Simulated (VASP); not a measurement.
# WC in VASP: single point with PBEsol

Aim: the single point of WC with PBEsol.

Everything below comes from runs of VASP 6.6.1. Logs are shortened: lines on timing, memory, paths and dates and some standing lists are left out, and cuts for length are marked.

## 1. The cell of the first run

The cell holds a slab with vacuum, 16 atoms: a = 5.801 Å, b = 5.801 Å, c = 15.252 Å, α = 90.00°, β = 90.00°, γ = 120.00°.

## 2. Single point, PBEsol

Input file INCAR:

```
ALGO = Normal
EDIFF = 1E-6
ENCUT = 520
GGA = PS
ISIF = 2
ISMEAR = -1
LASPH = True
LCHARG = True
LELF = True
LREAL = Auto
LVHAR = True
LWAVE = False
NBANDS = 86
NELM = 60
PREC = Accurate
SIGMA = 0.1
```

Input file KPOINTS:

```
k-points
0
Gamma
  3 3 1
```

Input file POSCAR:

```
WC
1.0
    5.8014000000      0.0000000000      0.0000000000
   -2.9007000000      5.0241600000      0.0000000000
    0.0000000000      0.0000000000     15.2518850000
W C
8 8
Direct
    0.0000000000      0.0000000000      0.0655656661
    0.0179474282      0.0040404764      0.2554438353
   -0.0000066282      0.5000039808      0.0655656661
    0.0253204490      0.5169421356      0.2579222175
    0.5000000000      0.0000000000      0.0655656661
    0.4946041627     -0.0087576829      0.2508804649
    0.5000106090      0.5000039808      0.0655656661
    0.5370394122      0.5356915385      0.2519032893
    0.3422180474      0.1637686698      0.1568986391
    0.3344626015      0.1726656794      0.3216454884
    0.3228275104      0.6691665871      0.1486439217
    0.3494633379      0.6647280341      0.3290609653
    0.8451991050      0.1736608707      0.1464933679
    0.8342381212      0.1644254960      0.3253630617
    0.8224124530      0.6780237891      0.1445460676
    0.8345052851      0.6625983249      0.3280053580
```

Potentials or basis: VASP PAW PBE potentials, release 64 (W_sv, C).

Launch:

```
$ cat potpaw_PBE.64/W_sv/POTCAR potpaw_PBE.64/C/POTCAR > POTCAR
$ mpirun -np 1 vasp_std > vasp.out
```

OUTCAR:

```text
EDIFF = 1E-6
   ENCUT = 520
   GGA = PS
   ISIF = 2
   ISMEAR = -1
   LASPH = True
   LREAL = Auto
   NELM = 60
   PREC = Accurate

 ion  position               nearest neighbor table
   1  0.000  0.000  0.066-  15 2.02  13 2.06   9 2.21   2 2.90   3 2.90   7 2.90   5 2.90   5 2.90
                             7 2.90   3 2.90
   2  0.018  0.004  0.255-  10 1.88  14 2.03  16 2.04   9 2.22  15 2.36  13 2.39   8 2.75   6 2.80
                             4 2.85   1 2.90   4 2.95   6 3.00   8 3.05
   3  1.000  0.500  0.066-  13 2.05  11 2.06  15 2.15   7 2.90   1 2.90   5 2.90   5 2.90   1 2.90
                             7 2.90   4 2.94
   4  0.025  0.517  0.258-  12 1.96  16 2.00  14 2.05  11 2.24  13 2.42  15 2.52   6 2.74   2 2.85
                             8 2.89   8 2.92   3 2.94   2 2.95   6 3.07
   5  0.500  0.000  0.066-  11 2.09  13 2.13   9 2.13   6 2.83   3 2.90   7 2.90   1 2.90   1 2.90
                             7 2.90   3 2.90
   6  0.495  0.991  0.251-  10 2.03  12 2.03  14 2.05   9 2.17  11 2.25  13 2.37   4 2.74   8 2.77
                             2 2.80   5 2.83   2 3.00   8 3.04   4 3.07
   7  0.500  0.500  0.066-  15 2.02  11 2.15   9 2.19   8 2.85   3 2.90   1 2.90   5 2.90   5 2.90
                             1 2.90   3 2.90
   8  0.537  0.536  0.252-  16 1.90  12 1.99  10 2.11  15 2.18  11 2.36   9 2.37   2 2.75   6 2.77
                             7 2.85   4 2.89   4 2.92   6 3.04   2 3.05
   9  0.342  0.164  0.157-   5 2.13   6 2.17   7 2.19   1 2.21   2 2.22   8 2.37
  10  0.334  0.173  0.322-   2 1.88   6 2.03   8 2.11
  11  0.323  0.669  0.149-   3 2.06   5 2.09   7 2.15   4 2.24   6 2.25   8 2.36
  12  0.349  0.665  0.329-   4 1.96   8 1.99   6 2.03
  13  0.845  0.174  0.146-   3 2.05   1 2.06   5 2.13   6 2.37   2 2.39   4 2.42
  14  0.834  0.164  0.325-   2 2.03   4 2.05   6 2.05
  15  0.822  0.678  0.145-   1 2.02   7 2.02   3 2.15   8 2.18   2 2.36   4 2.52
  16  0.835  0.663  0.328-   8 1.90   4 2.00   2 2.04

  LATTYP: Found a hexagonal cell.
 ALAT       =     5.8014000000
 C/A-ratio  =     2.6290007584

  Lattice vectors:

 A1 = (   5.8014000000,   0.0000000000,   0.0000000000)
 A2 = (  -2.9007000000,   5.0241600000,   0.0000000000)
 A3 = (   0.0000000000,   0.0000000000,  15.2518850000)

Analysis of symmetry for initial positions (statically):
=====================================================================
 Subroutine PRICEL returns:
 Original cell was already a primitive cell.

 Routine SETGRP: Setting up the symmetry group for a
 hexagonal supercell.

 Subroutine GETGRP returns: Found  1 space group operations
 (whereof  1 operations were pure point group operations)
 out of a pool of 24 trial point group operations.

The static configuration has the point symmetry C_1 .

Analysis of symmetry for dynamics (positions and initial velocities):
=====================================================================
 Subroutine PRICEL returns:
 Original cell was already a primitive cell.

 Routine SETGRP: Setting up the symmetry group for a
 hexagonal supercell.

 Subroutine GETGRP returns: Found  1 space group operations
 (whereof  1 operations were pure point group operations)
 out of a pool of 24 trial point group operations.

The dynamic configuration has the point symmetry C_1 .

 Subroutine INISYM returns: Found  1 space group operations
 (whereof  1 operations are pure point group operations),
 and found     1 'primitive' translations

----------------------------------------------------------------------------------------

                                     Primitive cell

  volume of cell :     444.5492

  direct lattice vectors                    reciprocal lattice vectors
     5.801400000  0.000000000  0.000000000     0.172372186  0.099519124  0.000000000
    -2.900700000  5.024160000  0.000000000     0.000000000  0.199038247  0.000000000
     0.000000000  0.000000000 15.251885000     0.000000000  0.000000000  0.065565666

  length of vectors
     5.801400000  5.801400193 15.251885000     0.199038254  0.199038247  0.065565666

  position of ions in fractional coordinates (direct lattice)
     0.000000000  0.000000000  0.065565666
     0.017947428  0.004040476  0.255443835
     0.999993372  0.500003981  0.065565666
     0.025320449  0.516942136  0.257922218
     0.500000000  0.000000000  0.065565666
     0.494604163  0.991242317  0.250880465
[... 8 lines left out ...]
     0.822412453  0.678023789  0.144546068
     0.834505285  0.662598325  0.328005358

  ion indices of the primitive-cell ions
   primitive index   ion index
                 1           1
                 2           2
                 3           3
                 4           4
                 5           5
                 6           6
[... 8 lines left out ...]
                15          15
                16          16

----------------------------------------------------------------------------------------

 KPOINTS: k-points

Automatic generation of k-mesh.
 Grid dimensions read from file:
 generate k-points for:    3    3    1

 Generating k-lattice:

  Cartesian coordinates                     Fractional coordinates (reciprocal lattice)
     0.057457395  0.033173041  0.000000000     0.333333333  0.000000000  0.000000000
     0.000000000  0.066346082  0.000000000     0.000000000  0.333333333  0.000000000
     0.000000000  0.000000000  0.065565666     0.000000000  0.000000000  1.000000000

  Length of vectors
     0.066346085  0.066346082  0.065565666

  Shift w.r.t. Gamma in fractional coordinates (k-lattice)
     0.000000000  0.000000000  0.000000000

 Subroutine IBZKPT returns following result:
 ===========================================

 Found      5 irreducible k-points:

 Following reciprocal coordinates:
            Coordinates               Weight
  0.000000  0.000000  0.000000      1.000000
  0.333333  0.000000  0.000000      2.000000
  0.000000  0.333333  0.000000      2.000000
 -0.333333  0.333333  0.000000      2.000000
  0.333333  0.333333  0.000000      2.000000
   k-points           NKPTS =      5   k-points in BZ     NKDIM =      5   number of bands    NBANDS=     86
   number of dos      NEDOS =    301   number of ions     NIONS =     16
   total plane-waves  NPLWV = 276480
   dimension x,y,z NGX =    48 NGY =   48 NGZ =  120
   dimension x,y,z NGXF=    96 NGYF=   96 NGZF=  240
   ions per type =               8   8
   NGX,Y,Z   is equivalent  to a cutoff of  13.75, 13.75, 13.08 a.u.
   NGXF,Y,Z  is equivalent  to a cutoff of  27.51, 27.51, 26.16 a.u.
 SYSTEM =  unknown system
   PREC   = accura    normal or accurate (medium, high low for compatibility)
   ISTART =      0    job   : 0-new  1-cont  2-samecut
   ICHARG =      2    charge: 1-file 2-atom 10-const
   ISPIN  =      1    spin polarized calculation?
   LNONCOLLINEAR =      F non collinear calculations
   LSORBIT =      F    spin-orbit coupling
   LASPH  =      T    aspherical Exc in radial PAW
   ENCUT  =  520.0 eV  38.22 Ry    6.18 a.u.  10.79 10.79 28.36*2*pi/ulx,y,z
   NELM   =     60;   NELMIN=  2; NELMDL= -5     # of ELM steps
   EDIFF  = 0.1E-05   stopping-criterion for ELM
   LREAL  =      T    real-space projection
   EDIFFG = 0.1E-04   stopping-criterion for IOM
   NSW    =      0    number of steps for IOM
   IBRION =     -1    ionic relax: 0-MD 1-quasi-New 2-CG
   NFREE  =      0    steps in history (QN), initial steepest desc. (CG)
   ISIF   =      2    stress and relaxation
   ISYM   =      2    0-nonsym 1-usesym 2-fastsym
   POTIM  = 0.5000    time-step for ionic-motion
   TEBEG  =    0.0;   TEEND  =   0.0 temperature during run
   PSTRESS=    0.0 pullay stress
   NELECT =     144.0000    total number of electrons
   NUPDOWN=      -1.0000    fix difference up-down
   EMIN   =  10.00;   EMAX   =-10.00  energy-range for DOS
   EFERMI =   0.00;   METHOD = LEGACY
   ISMEAR =    -1;   SIGMA  =   0.10  broadening in eV -4-tet -1-fermi 0-gaus
   EFERMI_NEDOS =   21; number of points for ismear=-14 and -15
   IALGO  =     38    algorithm
   IMIX   =      4    mixing-type and parameters
     AMIX     =   0.40;   BMIX     =  1.00
     AMIX_MAG =   1.60;   BMIX_MAG =  1.00
  volume/ion in A,a.u.               =      27.78       187.50
  Fermi-wavevector in a.u.,A,eV,Ry     =   1.124318  2.124652 17.198994  1.264090
  Thomas-Fermi vector in A             =   2.260989
   LORBIT       =      0    0 simple, 1 ext, 2 COOP (PROOUT), +10 PAW based schemes
   GGA     = PS    functional components
   LHFCALC =     F    Hartree Fock is set to
   AEXX    =    0.0000 exact exchange contribution
   IVDW    =     0    specifies the selected vdW correction
   LEPSILON=     F    determine dielectric tensor
   LRPA    =     F    only Hartree local field effects (RPA)
 non-spin polarized calculation
  energy-cutoff  :      520.00
  volume of cell :      444.55
 maximum number of plane-waves:     11985
 NGX is ok and might be reduce to    48
   NGX = 21   NGY = 21   NGZ = 57

 number of electron     144.0000000 magnetization

 Free energy of the ion-electron system (eV)
  ---------------------------------------------------
  ext. energy  EPLUGINS =         0.00000000
  ---------------------------------------------------
  free energy    TOTEN  =      -171.34782698 eV

  energy without entropy =     -171.22261015  energy(sigma->0) =     -171.28521857

 E-fermi :   0.7466     XC(G=0):  -6.4537

 val. band max:        0.4653305839   @ k =   0.3333   0.3333   0.0000
 cond. band min:       0.7971170529   @ k =  -0.3333   0.3333   0.0000
 fundamental gap:      0.3317864690
 Fermi energy:         0.7465645555

 k-point     1 :       0.0000    0.0000    0.0000
  band No.  band energies     occupation
      1     -73.3294      2.00000
      2     -73.2496      2.00000
      3     -73.2087      2.00000
      4     -73.1913      2.00000
      5     -73.1769      2.00000
      6     -73.1431      2.00000
[... 424 lines left out ...]
     83       3.1261      0.00000
     84       3.1693      0.00000
 [bands above 84 left out]

------------------------ aborting loop because EDIFF is reached ----------------------------------------

  FORCE on cell =-STRESS in cart. coord.  units (eV):
  Direction    XX          YY          ZZ          XY          YZ          ZX
  --------------------------------------------------------------------------------------
  -------------------------------------------------------------------------------------
  Total        7.4405745      4.4360798      0.5713899      2.2781896      0.0106047      1.3192251
  in kB       26.8162015     15.9878526      2.0593176      8.2107090      0.0382197      4.7545532
  external PRESSURE =      14.9544572 kB  Pullay stress =       0.0000000 kB

 VOLUME and BASIS-vectors are now :
 -----------------------------------------------------------------------------
  energy-cutoff  :      520.00
  volume of cell :      444.55
      direct lattice vectors                 reciprocal lattice vectors
     5.801400000  0.000000000  0.000000000     0.172372186  0.099519124  0.000000000
    -2.900700000  5.024160000  0.000000000     0.000000000  0.199038247  0.000000000
     0.000000000  0.000000000 15.251885000     0.000000000  0.000000000  0.065565666

 POSITION                                       TOTAL-FORCE (eV/Angst)
 -----------------------------------------------------------------------------------
      0.00000      0.00000      1.00000         0.536144      0.829054     -0.545414
      0.09240      0.02030      3.89600        -2.793444      0.102101     -1.524473
      4.35100      2.51210      1.00000        -0.330273      0.214627     -0.233746
     -1.35260      2.59720      3.93380        -1.217269     -2.550530     -0.799143
      2.90070      0.00000      1.00000        -0.188070      0.437184     -0.287220
     -0.00590      4.98016      3.82640         1.869909      2.430913      0.622105
[... 8 lines left out ...]
      2.80440      3.40650      2.20460         1.654027     -0.206549      1.310844
      2.91930      3.32900      5.00270         1.531212      1.034136      0.682187
 -----------------------------------------------------------------------------------
    total drift:                                0.009436     -0.010649      0.000834

  FREE ENERGIE OF THE ION-ELECTRON SYSTEM (eV)
  ---------------------------------------------------
  free  energy   TOTEN  =      -171.3478269836 eV

  energy  without entropy=     -171.2226101501  energy(sigma->0) =     -171.28521857
```

Run time: 19 min. Hardware: 1 thread of Intel Xeon 8259CL, shared host; peak memory 0.63 GiB.

Results:

```
Free energy            : -171.3478 eV
Largest force          : 4.849 eV/Å
Band gap on the k mesh : zero (bands 72 and 73 overlap by 0.63 eV)
```

Forces in eV/Å, atoms in the order of the input:
```
W    0.536  0.829 -0.545
W   -2.793  0.102 -1.524
W   -0.330  0.215 -0.234
W   -1.217 -2.551 -0.799
W   -0.188  0.437 -0.287
W    1.870  2.431  0.622
W   -0.486 -0.423 -0.106
W   -1.755 -4.504 -0.386
C   -0.560  0.517 -1.361
C    1.588  1.229  1.007
C    1.011  0.291  0.547
C   -0.463  0.472  0.129
C   -0.480 -0.343  1.638
C    0.083  0.469 -0.693
C    1.654 -0.207  1.311
C    1.531  1.034  0.682
```

Caveat: the k points lie up to 0.42 Å⁻¹ apart, too coarse for converged energies and pressures of a metal; the atoms stand as in a frame of molecular dynamics; there is no dipole correction, which matters where the two faces differ; the PAW data sets were made with another functional, which shifts forces and pressure a little; spin-orbit coupling is left out, which moves the levels of the heavy elements.

The gap in the log of VASP goes by the Fermi energy; the results here count the filled bands.